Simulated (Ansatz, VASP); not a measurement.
**Two plane-wave programs on Ag**

```
Ag
1.0
     0.07479   -0.01785    2.77707
    -5.66884   -0.05936   -0.15317
     2.78299   -4.87330    0.10825
Ag
4
Cartesian
  -4.1711 0.0265 1.3019
  0.0482 -2.4858 1.3410
  -2.8820 -2.5239 1.3200
  -1.4002 -0.0445 1.3931
```

Change from the starting cell: cell x4, atoms moved at random (sigma 0.05 Å) and cell strained at random (1.5 %), then relaxed without symmetry.

Alike in both runs: task relaxation of cell and atoms; functional PBE; k mesh 8 × 4 × 4; occupations gaussian, width 0.2 eV; no spin polarisation.

```csv
,VASP,Ansatz
version,VASP 6.6.1,Ansatz 0.2.0
potentials or method,"VASP PAW PBE potentials, release 64 (Ag), cutoff 600 eV","scalar-relativistic, plane waves, PAW"
valence electrons in the cell,44,76
```

VASP gave:

- gap on the k mesh at the Fermi level, each at its own relaxed structure (eV): none
- relaxed volume (Å³/atom): 17.92
- relaxed cell length with the largest relative difference (Å): 5.873

Question: Estimate Ansatz's values.

Answer: gap on the k mesh at the Fermi level, each at its own relaxed structure (eV): none; relaxed volume (Å³/atom): 17.88; relaxed cell length with the largest relative difference (Å): 5.071.

A gap of «none» marks a metal or a gap that the smearing closes. One of these differences is far larger than is usual between the two programs; its cause wasn't traced. VASP's potentials hold 44 valence electrons a cell and Ansatz's 76, so a difference there can come from the potentials and not from the codes.
